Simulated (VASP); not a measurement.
Crystal: Cs3Sc.

```
Cs Sc
1.0
    -3.19911    3.19911    3.19911
     3.19911   -3.19911    3.19911
     3.19911    3.19911   -3.19911
Cs Sc
3 1
Direct
  0.00000 0.50000 0.50000
  0.50000 0.00000 0.50000
  0.50000 0.50000 0.00000
  0.00000 0.00000 0.00000
```

| Property | Result |
| --- | --- |
| Program | VASP 6.6.1 |
| Task | relaxation of cell and atoms |
| Functional | PBE |
| Potentials or basis | VASP PAW PBE potentials, release 64 (Cs_sv, Sc_sv) |
| Cutoff | 600 eV |
| k mesh | 4 × 4 × 4 |
| Occupations | gaussian, width 0.1 eV |
| Spin | no spin polarisation |

At the start: pressure 11.9 GPa; volume 32.74 Å³/atom.

Question: How do energy, volume and symmetry change on relaxing?

Answer: Over 5 steps the energy falls by 732.0 meV/atom and the volume is 76.43 Å³/atom (+133.4 %); space group Im-3m (No. 229, to 0.05 Å).

Step by step:
```tsv
step	energy change (eV)	largest force (eV/Å)	pressure (GPa)	volume (Å³)
1	0.0000	0.0000	11.87	130.96
2	-2.0769	0.0000	3.35	182.54
3	-2.6572	0.0000	1.50	222.31
4	-2.9205	0.0000	-0.14	318.36
5	-2.9281	0.0000	-0.05	305.72
```

Final structure:
```cif
data_structure
_symmetry_space_group_name_H-M 'P 1'
_symmetry_Int_Tables_number 1
_cell_length_a 7.3505
_cell_length_b 7.3505
_cell_length_c 7.3505
_cell_angle_alpha 109.471
_cell_angle_beta 109.471
_cell_angle_gamma 109.471
_cell_volume 305.72
loop_
_atom_site_label
_atom_site_type_symbol
_atom_site_fract_x
_atom_site_fract_y
_atom_site_fract_z
_atom_site_occupancy
Cs1 Cs 0.00000 0.50000 0.50000 1
Cs2 Cs 0.50000 0.00000 0.50000 1
Cs3 Cs 0.50000 0.50000 0.00000 1
Sc1 Sc 0.00000 0.00000 0.00000 1
```

Caveat: the volume moved by over 15 % at a fixed basis, so the end points are rough.
